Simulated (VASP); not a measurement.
# Ge (P6_3/mmc) in VASP: further runs, part 2 of 2

VASP 6.6.1. The steps go on from the part before.

## Step 5: Single point, PBE (strain +0.030 along x and y, -0.030 along z)

Contents of INCAR:

```
SYSTEM = Ge
PREC = Accurate
ENCUT = 520
EDIFF = 1E-7
ISMEAR = 0
SIGMA = 0.15
LREAL = .FALSE.
LASPH = .TRUE.
NELM = 80
ALGO = Normal
ISIF = 2
LWAVE = .FALSE.
LCHARG = .TRUE.
GGA = PE
LELF = .TRUE.
LVHAR = .TRUE.
NBANDS = 36
```

Contents of KPOINTS:

```
regular mesh
0
G
  12 12 8
  0 0 0
```

Contents of POSCAR:

```
Ge
1.0
    4.1799014089      0.0000000000      0.0000000000
   -2.0899507045      3.6199008054      0.0000000000
    0.0000000000      0.0000000000      6.4917523466
Ge
4
Direct
    0.6666666667      0.3333333333      0.0627911807
    0.3333333333      0.6666666667      0.5627911807
    0.6666666667      0.3333333333      0.4372088193
    0.3333333333      0.6666666667      0.9372088193
```

Potentials or basis: VASP PAW PBE potentials, release 64 (Ge_d).

Command:

```bash
> cat potpaw_PBE.64/Ge_d/POTCAR > POTCAR
> mpirun -np 1 vasp_std > vasp.out
```

OUTCAR:

```text
SYSTEM = Ge
   PREC = Accurate
   ENCUT = 520
   EDIFF = 1E-7
   ISMEAR = 0
   LREAL = .FALSE.
   LASPH = .TRUE.
   NELM = 80
   ISIF = 2
   GGA = PE

 ion  position               nearest neighbor table
   1  0.667  0.333  0.063-   3 2.43   4 2.55   4 2.55   4 2.55
   2  0.333  0.667  0.563-   4 2.43   3 2.55   3 2.55   3 2.55
   3  0.667  0.333  0.437-   1 2.43   2 2.55   2 2.55   2 2.55
   4  0.333  0.667  0.937-   2 2.43   1 2.55   1 2.55   1 2.55

  LATTYP: Found a hexagonal cell.
 ALAT       =     4.1799014089
 C/A-ratio  =     1.5530874323

  Lattice vectors:

 A1 = (   4.1799014089,   0.0000000000,   0.0000000000)
 A2 = (  -2.0899507045,   3.6199008054,   0.0000000000)
 A3 = (   0.0000000000,   0.0000000000,   6.4917523466)

Analysis of symmetry for initial positions (statically):
=====================================================================
 Subroutine PRICEL returns:
 Original cell was already a primitive cell.

 Routine SETGRP: Setting up the symmetry group for a
 hexagonal supercell.

 Subroutine GETGRP returns: Found 24 space group operations
 (whereof 12 operations were pure point group operations)
 out of a pool of 24 trial point group operations.

The static configuration has the point symmetry D_3d.
 The point group associated with its full space group is D_6h.

Analysis of symmetry for dynamics (positions and initial velocities):
=====================================================================
 Subroutine PRICEL returns:
 Original cell was already a primitive cell.

 Routine SETGRP: Setting up the symmetry group for a
 hexagonal supercell.

 Subroutine GETGRP returns: Found 24 space group operations
 (whereof 12 operations were pure point group operations)
 out of a pool of 24 trial point group operations.

The dynamic configuration has the point symmetry D_3d.
[... 116 lines left out ...]
   NUPDOWN=      -1.0000    fix difference up-down
   EMIN   =  10.00;   EMAX   =-10.00  energy-range for DOS
   EFERMI =   0.00;   METHOD = LEGACY
   ISMEAR =     0;   SIGMA  =   0.15  broadening in eV -4-tet -1-fermi 0-gaus
   EFERMI_NEDOS =   21; number of points for ismear=-14 and -15
   IALGO  =     38    algorithm
   IMIX   =      4    mixing-type and parameters
     AMIX     =   0.40;   BMIX     =  1.00
     AMIX_MAG =   1.60;   BMIX_MAG =  1.00
  volume/ion in A,a.u.               =      24.56       165.71
  Fermi-wavevector in a.u.,A,eV,Ry     =   1.357467  2.565241 25.071683  1.842717
  Thomas-Fermi vector in A             =   2.484383
   LORBIT       =      0    0 simple, 1 ext, 2 COOP (PROOUT), +10 PAW based schemes
   GGA     = PE    functional components
   LHFCALC =     F    Hartree Fock is set to
   AEXX    =    0.0000 exact exchange contribution
   IVDW    =     0    specifies the selected vdW correction
   LEPSILON=     F    determine dielectric tensor
   LRPA    =     F    only Hartree local field effects (RPA)
 non-spin polarized calculation
 Gauss-broadening in eV      SIGMA  =   0.15
  energy-cutoff  :      520.00
  volume of cell :       98.23
 maximum number of plane-waves:      2666
 NGX is ok and might be reduce to    32
   NGX = 15   NGY = 15   NGZ = 25

 number of electron      55.9999983 magnetization

 Free energy of the ion-electron system (eV)
  ---------------------------------------------------
  ext. energy  EPLUGINS =         0.00000000
  ---------------------------------------------------
  free energy    TOTEN  =       -17.87712532 eV

  energy without entropy =      -17.87455309  energy(sigma->0) =      -17.87583921

 E-fermi :   4.2433     XC(G=0):  -9.5341

 val. band max:        4.1637144477   @ k =   0.0833   0.0000   0.1250
 cond. band min:       4.2877637750   @ k =   0.0833   0.0000   0.0000
 fundamental gap:      0.1240493273
 Fermi energy:         4.2433460475

 k-point     1 :       0.0000    0.0000    0.0000
  band No.  band energies     occupation
      1     -20.5212      2.00000
      2     -20.5048      2.00000
      3     -20.5048      2.00000
      4     -20.4999      2.00000
      5     -20.4636      2.00000
      6     -20.4636      2.00000
[... 925 lines left out ...]
     35      10.7058      0.00000
     36      11.5944      0.00000

 [... further k-points ...]
[... 5 lines left out ...]
  --------------------------------------------------------------------------------------
  -------------------------------------------------------------------------------------
  Total       -2.6521234     -2.6521234      3.0865530      0.0000000      0.0000000      0.0000000
  in kB      -43.2593174    -43.2593174     50.3453852      0.0000000      0.0000000      0.0000000
  external PRESSURE =     -12.0577499 kB  Pullay stress =       0.0000000 kB

 VOLUME and BASIS-vectors are now :
 -----------------------------------------------------------------------------
  energy-cutoff  :      520.00
  volume of cell :       98.23
      direct lattice vectors                 reciprocal lattice vectors
     4.179901409  0.000000000  0.000000000     0.239240093  0.138125332  0.000000000
    -2.089950705  3.619900805  0.000000000     0.000000000  0.276250664  0.000000000
     0.000000000  0.000000000  6.491752347     0.000000000  0.000000000  0.154041613

 POSITION                                       TOTAL-FORCE (eV/Angst)
 -----------------------------------------------------------------------------------
      2.08995      1.20663      0.40762        -0.000000     -0.000000     -0.554179
     -0.00000      2.41327      3.65350         0.000000      0.000000     -0.554179
      2.08995      1.20663      2.83825        -0.000000      0.000000      0.554179
     -0.00000      2.41327      6.08413         0.000000      0.000000      0.554179
 -----------------------------------------------------------------------------------
    total drift:                               -0.000000     -0.000000     -0.000000

  FREE ENERGIE OF THE ION-ELECTRON SYSTEM (eV)
  ---------------------------------------------------
  free  energy   TOTEN  =       -17.8771253245 eV

  energy  without entropy=      -17.8745530872  energy(sigma->0) =      -17.87583921
```

Wall time 6.3 min (1 thread of Intel Xeon 8259CL, shared host); peak memory 0.37 GiB.

Results:

```
Free energy            : -17.8771 eV
Pressure               : -1.2 GPa
Largest force          : 0.554 eV/Å
Band gap on the k mesh : zero (bands 28 and 29 overlap by 0.30 eV)
```

Forces on the atoms (eV/Å):
```
Ge   0.000  0.000 -0.554
Ge   0.000  0.000 -0.554
Ge   0.000  0.000  0.554
Ge   0.000  0.000  0.554
```

Stress tensor (GPa, compression positive):
```
-4.33  0.00  0.00
 0.00 -4.33  0.00
 0.00  0.00  5.03
```

Caveat: the cell differs from its parent crystal (strain +0.030 along x and y, -0.030 along z); the stress differs along the axes, from -4 to 5 GPa; semilocal functionals underestimate gaps, and a narrow one can read as zero.

## Step 6: Single point, PBE (strain -0.030 along x and y, -0.030 along z)

INCAR: that of step 5 with these lines changed.

```diff
@@ -12,6 +12,4 @@
 LWAVE = .FALSE.
-LCHARG = .TRUE.
+LCHARG = .FALSE.
 GGA = PE
-LELF = .TRUE.
-LVHAR = .TRUE.
 NBANDS = 36
```

Contents of KPOINTS:

```
Automatic mesh
0
G
  12 12 8
  0 0 0
```

POSCAR: that of step 5 with these lines changed.

```diff
@@ -2,4 +2,4 @@
 1.0
-    4.1799014089      0.0000000000      0.0000000000
-   -2.0899507045      3.6199008054      0.0000000000
+    3.9364120065      0.0000000000      0.0000000000
+   -1.9682060033      3.4090327973      0.0000000000
     0.0000000000      0.0000000000      6.4917523466
```

Potentials or basis: VASP PAW PBE potentials, release 64 (Ge_d).

Command:

```bash
> cat potpaw_PBE.64/Ge_d/POTCAR > POTCAR
> mpirun -np 1 vasp_std > vasp.out
```

OUTCAR:

```text
SYSTEM = Ge
   PREC = Accurate
   ENCUT = 520
   EDIFF = 1E-7
   ISMEAR = 0
   LREAL = .FALSE.
   LASPH = .TRUE.
   NELM = 80
   ISIF = 2
   GGA = PE

 ion  position               nearest neighbor table
   1  0.667  0.333  0.063-   4 2.41   4 2.41   4 2.41   3 2.43
   2  0.333  0.667  0.563-   3 2.41   3 2.41   3 2.41   4 2.43
   3  0.667  0.333  0.437-   2 2.41   2 2.41   2 2.41   1 2.43
   4  0.333  0.667  0.937-   1 2.41   1 2.41   1 2.41   2 2.43

  LATTYP: Found a hexagonal cell.
 ALAT       =     3.9364120065
 C/A-ratio  =     1.6491546962

  Lattice vectors:

 A1 = (   3.9364120065,   0.0000000000,   0.0000000000)
 A2 = (  -1.9682060033,   3.4090327973,   0.0000000000)
 A3 = (   0.0000000000,   0.0000000000,   6.4917523466)

Analysis of symmetry for initial positions (statically):
=====================================================================
 Subroutine PRICEL returns:
 Original cell was already a primitive cell.

 Routine SETGRP: Setting up the symmetry group for a
 hexagonal supercell.

 Subroutine GETGRP returns: Found 24 space group operations
 (whereof 12 operations were pure point group operations)
 out of a pool of 24 trial point group operations.

The static configuration has the point symmetry D_3d.
 The point group associated with its full space group is D_6h.

Analysis of symmetry for dynamics (positions and initial velocities):
=====================================================================
 Subroutine PRICEL returns:
 Original cell was already a primitive cell.

 Routine SETGRP: Setting up the symmetry group for a
 hexagonal supercell.

 Subroutine GETGRP returns: Found 24 space group operations
 (whereof 12 operations were pure point group operations)
 out of a pool of 24 trial point group operations.

The dynamic configuration has the point symmetry D_3d.
[... 116 lines left out ...]
   NUPDOWN=      -1.0000    fix difference up-down
   EMIN   =  10.00;   EMAX   =-10.00  energy-range for DOS
   EFERMI =   0.00;   METHOD = LEGACY
   ISMEAR =     0;   SIGMA  =   0.15  broadening in eV -4-tet -1-fermi 0-gaus
   EFERMI_NEDOS =   21; number of points for ismear=-14 and -15
   IALGO  =     38    algorithm
   IMIX   =      4    mixing-type and parameters
     AMIX     =   0.40;   BMIX     =  1.00
     AMIX_MAG =   1.60;   BMIX_MAG =  1.00
  volume/ion in A,a.u.               =      21.78       146.97
  Fermi-wavevector in a.u.,A,eV,Ry     =   1.412883  2.669962 27.160482  1.996239
  Thomas-Fermi vector in A             =   2.534586
   LORBIT       =      0    0 simple, 1 ext, 2 COOP (PROOUT), +10 PAW based schemes
   GGA     = PE    functional components
   LHFCALC =     F    Hartree Fock is set to
   AEXX    =    0.0000 exact exchange contribution
   IVDW    =     0    specifies the selected vdW correction
   LEPSILON=     F    determine dielectric tensor
   LRPA    =     F    only Hartree local field effects (RPA)
 non-spin polarized calculation
 Gauss-broadening in eV      SIGMA  =   0.15
  energy-cutoff  :      520.00
  volume of cell :       87.12
 maximum number of plane-waves:      2382
 NGX is ok and might be reduce to    30
   NGX = 15   NGY = 15   NGZ = 25

 number of electron      55.9999965 magnetization

 Free energy of the ion-electron system (eV)
  ---------------------------------------------------
  ext. energy  EPLUGINS =         0.00000000
  ---------------------------------------------------
  free energy    TOTEN  =       -17.84302241 eV

  energy without entropy =      -17.84205940  energy(sigma->0) =      -17.84254090

 E-fermi :   5.5412     XC(G=0): -10.1060

 val. band max:        5.5217858061   @ k =   0.0000   0.0000   0.1250
 cond. band min:       5.5600400861   @ k =   0.0000   0.0000   0.0000
 fundamental gap:      0.0382542800
 Fermi energy:         5.5412442725

 k-point     1 :       0.0000    0.0000    0.0000
  band No.  band energies     occupation
      1     -19.5402      2.00000
      2     -19.5402      2.00000
      3     -19.4982      2.00000
      4     -19.4969      2.00000
      5     -19.4969      2.00000
      6     -19.4833      2.00000
[... 925 lines left out ...]
     35      12.6109      0.00000
     36      13.2009      0.00000

 [... further k-points ...]
[... 5 lines left out ...]
  --------------------------------------------------------------------------------------
  -------------------------------------------------------------------------------------
  Total        3.6185959      3.6185959      3.6656331     -0.0000000      0.0000000      0.0000000
  in kB       66.5513696     66.5513696     67.4164541     -0.0000000      0.0000000      0.0000000
  external PRESSURE =      66.8397311 kB  Pullay stress =       0.0000000 kB

 VOLUME and BASIS-vectors are now :
 -----------------------------------------------------------------------------
  energy-cutoff  :      520.00
  volume of cell :       87.12
      direct lattice vectors                 reciprocal lattice vectors
     3.936412006  0.000000000  0.000000000     0.254038449  0.146669167  0.000000000
    -1.968206003  3.409032797  0.000000000     0.000000000  0.293338334  0.000000000
     0.000000000  0.000000000  6.491752347     0.000000000  0.000000000  0.154041613

 POSITION                                       TOTAL-FORCE (eV/Angst)
 -----------------------------------------------------------------------------------
      1.96821      1.13634      0.40762         0.000000      0.000000      0.029695
     -0.00000      2.27269      3.65350        -0.000000      0.000000      0.029695
      1.96821      1.13634      2.83825        -0.000000      0.000000     -0.029695
     -0.00000      2.27269      6.08413         0.000000     -0.000000     -0.029695
 -----------------------------------------------------------------------------------
    total drift:                               -0.000000      0.000000      0.000000

  FREE ENERGIE OF THE ION-ELECTRON SYSTEM (eV)
  ---------------------------------------------------
  free  energy   TOTEN  =       -17.8430224086 eV

  energy  without entropy=      -17.8420594012  energy(sigma->0) =      -17.84254090
```

OSZICAR:

```text
N       E                     dE             d eps       ncg     rms          rms(c)
DAV:   1     0.493009193389E+03    0.49301E+03   -0.28184E+04  7948   0.435E+03
DAV:   2     0.670258447556E+02   -0.42598E+03   -0.41490E+03  6840   0.803E+02
DAV:   3    -0.134297475763E+02   -0.80456E+02   -0.79340E+02  7372   0.206E+02
DAV:   4    -0.179545858684E+02   -0.45248E+01   -0.45037E+01  8016   0.573E+01
DAV:   5    -0.180471051967E+02   -0.92519E-01   -0.92476E-01  7664   0.895E+00    0.480E+00
DAV:   6    -0.179110040007E+02    0.13610E+00   -0.69705E-02  7652   0.192E+00    0.283E+00
DAV:   7    -0.178386944054E+02    0.72310E-01   -0.11761E-01  7548   0.227E+00    0.199E-01
DAV:   8    -0.178421919579E+02   -0.34976E-02   -0.12637E-02  7580   0.951E-01    0.875E-02
DAV:   9    -0.178429841094E+02   -0.79215E-03   -0.87306E-04  7500   0.129E-01    0.208E-02
DAV:  10    -0.178430114868E+02   -0.27377E-04   -0.48568E-05  8356   0.706E-02    0.831E-03
DAV:  11    -0.178430215047E+02   -0.10018E-04   -0.21472E-05  7648   0.235E-02    0.309E-03
DAV:  12    -0.178430222988E+02   -0.79411E-06   -0.12180E-06  7760   0.115E-02    0.951E-04
DAV:  13    -0.178430224228E+02   -0.12402E-06   -0.15536E-07  5472   0.207E-03    0.337E-04
DAV:  14    -0.178430224086E+02    0.14272E-07   -0.24710E-08  4648   0.166E-03
   1 F= -.17843022E+02 E0= -.17842541E+02  d E =-.963007E-03
```

Run time: 7.8 min. Hardware: 1 thread of AMD EPYC 7R13, shared host; peak memory 0.31 GiB.

Results:

```
Free energy            : -17.8430 eV
Pressure               : 6.7 GPa
Largest force          : 0.030 eV/Å
Band gap on the k mesh : zero (bands 28 and 29 overlap by 0.04 eV)
```

Forces in eV/Å, atoms in the order of the input:
```
Ge   0.000  0.000  0.030
Ge   0.000  0.000  0.030
Ge   0.000  0.000 -0.030
Ge   0.000  0.000 -0.030
```

Caveat: the cell differs from its parent crystal (strain -0.030 along x and y, -0.030 along z); the cell stands under pressure; semilocal functionals underestimate gaps, and a narrow one can read as zero.

## Step 7: Summary

```csv
cell,gap on the mesh (eV),pressure (GPa),largest force (eV/Å)
"a = 3.997, b = 3.997, c = 6.893 Å, angles 90.0, 90.0, 120.0°, 4 atoms",none,0.2,0.31
"a = 4.119, b = 4.119, c = 6.492 Å, angles 90.0, 90.0, 120.0°, 4 atoms",none,0.3,0.44
"a = 4.058, b = 4.058, c = 6.793 Å, angles 90.0, 90.0, 120.0°, 4 atoms",none,-0.8,0.10
"a = 4.180, b = 4.180, c = 6.492 Å, angles 90.0, 90.0, 120.0°, 4 atoms",none,-1.2,0.55
"a = 3.936, b = 3.936, c = 6.492 Å, angles 90.0, 90.0, 120.0°, 4 atoms",none,6.7,0.03
```

Alike in all rows: task single point; level PBE; potentials or basis VASP PAW PBE potentials, release 64 (Ge_d); no spin polarisation; k mesh 12 × 12 × 8; cutoff (eV) 520; smearing gaussian 0.15 eV.

Caveats: semilocal functionals underestimate gaps, and a narrow one can read as zero; the stress differs along the axes, from -4 to 2 GPa (at least some runs); the stress differs along the axes, from -2 to 5 GPa (at least some runs); the stress differs along the axes, from -4 to 5 GPa (at least some runs); the cell stands under pressure (at least some runs).

Absolute energies hang on the potentials; compare differences alone.

The gap in the log of VASP goes by the Fermi energy; the results here count the filled bands.